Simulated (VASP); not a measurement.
The system is Ag.

```
CELL_PARAMETERS angstrom
1.49437 -2.34930 0.00000
1.49437 2.34930 0.00000
0.00000 0.00000 2.79697
ATOMIC_POSITIONS crystal
Ag 0.50000 0.50000 0.50000
```

| Quantity | Value |
| --- | --- |
| Program | VASP 6.6.1 |
| Task | relaxation of cell and atoms |
| Functional | PBE |
| Potentials or basis | VASP PAW PBE potentials, release 64 (Ag) |
| Cutoff | 600 eV |
| k mesh | 22 × 22 × 20 |
| Occupations | gaussian, width 0.1 eV |
| Spin | no spin polarisation |

At the start: pressure -0.3 GPa; volume 19.64 Å³/atom.

Task: Where does the relaxation end?

Result: Over 8 steps the energy falls by 17.8 meV/atom and the volume is 19.40 Å³/atom (-1.2 %); space group P6/mmm (No. 191, to 0.05 Å).

The path:
```tsv
step	energy change (eV)	largest force (eV/Å)	pressure (GPa)	volume (Å³)
1	0.0000	0.0000	-0.27	19.64
2	-0.0101	0.0000	-0.33	19.54
3	-0.0139	0.0000	-0.11	19.42
4	-0.0177	0.0000	0.32	19.32
5	-0.0177	0.0000	0.33	19.31
6	-0.0178	0.0000	-0.19	19.45
7	-0.0178	0.0000	-0.04	19.40
8	-0.0178	0.0000	-0.01	19.40
```

Final structure:
```cif
data_structure
_symmetry_space_group_name_H-M 'P 1'
_symmetry_Int_Tables_number 1
_cell_length_a 2.8425
_cell_length_b 2.8425
_cell_length_c 2.7727
_cell_angle_alpha 90.000
_cell_angle_beta 90.000
_cell_angle_gamma 119.993
_cell_volume 19.40
loop_
_atom_site_label
_atom_site_type_symbol
_atom_site_fract_x
_atom_site_fract_y
_atom_site_fract_z
_atom_site_occupancy
Ag1 Ag 0.50000 0.50000 0.50000 1
```
